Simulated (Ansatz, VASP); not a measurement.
One calculation of Ga, two programs

```xyz
2
Lattice="1.4012 -4.0795 0.0000 1.4012 4.0795 0.0000 -0.1190 0.0000 3.3737" Properties=species:S:1:pos:R:3 pbc="T T T"
Ga    1.3120    3.0107    2.5303
Ga    1.3715   -3.0107    0.8434
```

Alike in both runs: task single point; functional PBE; k mesh 10 × 10 × 8; occupations fermi-dirac, width 0.05 eV; no spin polarisation.

|  | VASP | Ansatz |
| --- | --- | --- |
| version | VASP 6.6.1 | Ansatz 0.2.0 |
| potentials or method | VASP PAW PBE potentials, release 64 (Ga_d) | Ansatz PAW soft_1 |
| plane-wave cutoff (eV) | 520 | 420 |
| valence electrons in the cell | 26 | 26 |

Ansatz gave:

```
gap on the k mesh at the Fermi level (eV)                     : none
pressure (GPa)                                                : -0.4
traceless stress, the component that is largest in VASP (GPa) : -0.84
rms of the force components (eV/Å)                            : 0.106
```

Question: Which values does VASP return?

Answer: gap on the k mesh at the Fermi level (eV): none; pressure (GPa): -0.5; traceless stress, the component that is largest in VASP (GPa): -0.86; rms of the force components (eV/Å): 0.107.

Atom by atom the forces differ by 0.002 eV/Å (rms over components). A gap of «none» marks a metal or a gap that the smearing closes.
